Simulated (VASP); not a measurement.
A run of VASP 6.6.1:

File POSCAR:

```
CsI
1.0
    4.6080834137      0.0000000000      0.0000000000
    0.0000000000      4.6080834137      0.0000000000
    0.0000000000      0.0000000000      4.6080834137
Cs I
1 1
Direct
    0.0000000000      0.0000000000      0.0000000000
    0.5000000000      0.5000000000      0.5000000000
```

INCAR.step1

```
  ALGO = Normal
  EDIFF = 1E-5
  ENCUT = 440
  GGA = PE
  GGA_COMPAT = F
  ISIF = 2
  ISMEAR = 0
  LASPH = T
  LREAL = F
  LWAVE = T
  NBANDS = 15
  NELM = 120
  PREC = Accurate
  SIGMA = 0.01
```

INCAR.step2

```
  AEXX = 0.1
  ALGO = Normal
  EDIFF = 1E-6
  ENCUT = 440
  GGA_COMPAT = F
  ISIF = 2
  ISMEAR = 0
  ISTART = 1
  LASPH = T
  LCHARG = T
  LELF = T
  LHFCALC = T
  LMIXTAU = T
  LREAL = F
  LVHAR = T
  LWAVE = F
  METAGGA = R2SCAN
  NBANDS = 15
  NELM = 120
  PREC = Accurate
  PRECFOCK = Normal
  SIGMA = 0.01
```

File KPOINTS:

```
k-points
0
Gamma
  4 4 4
```

Potentials or basis: VASP PAW PBE potentials, release 64 (Cs_sv, I).

Run with:

```console
$ cat potpaw_PBE.64/Cs_sv/POTCAR potpaw_PBE.64/I/POTCAR > POTCAR
$ cp INCAR.step1 INCAR
$ mpirun -np 1 vasp_std > vasp.out
$ cp INCAR.step2 INCAR
$ mpirun -np 1 vasp_std > vasp.out
```

Hardware: 1 thread of AMD EPYC 9R45 96-Core Processor (Zen 5), with other jobs on the host.

Question: How long does it take, and how much memory?

Answer: Run time: 4.3 min on 1 thread of AMD EPYC 9R45 96-Core Processor (Zen 5), with other jobs on the host, peak memory 0.17 GiB. Counts: k points 10.
